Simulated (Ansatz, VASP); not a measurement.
## ZrC in VASP and in Ansatz

```
CELL_PARAMETERS angstrom
0.00000 2.33470 2.33470
2.33470 0.00000 2.33470
2.33470 2.33470 0.00000
ATOMIC_POSITIONS crystal
Zr 0.50000 0.50000 0.50000
C 0.00000 0.00000 0.00000
```

Alike in both runs: task single point; functional PBEsol; k mesh 6 × 6 × 6; occupations gaussian, width 0.1 eV; no spin polarisation.

```csv
,VASP,Ansatz
version,VASP 6.6.1,Ansatz 0.2.0
potentials or method,"VASP PAW PBE potentials, release 64 (Zr_sv, C), cutoff 600 eV","scalar-relativistic, plane waves, PAW"
valence electrons in the cell,16,16
```

|  | VASP | Ansatz | Ansatz less VASP |
| --- | --- | --- | --- |
| gap on the k mesh at the Fermi level (eV) | none | none | - |
| pressure (GPa) | 0.4 | 0.1 | -0.22 |

VASP's potentials were made for PBE, not for PBEsol, and Ansatz warns of the same on its side. A gap of «none» marks a metal or a gap that the smearing closes.

The k mesh is coarse, so the values compare programs but aren't converged.
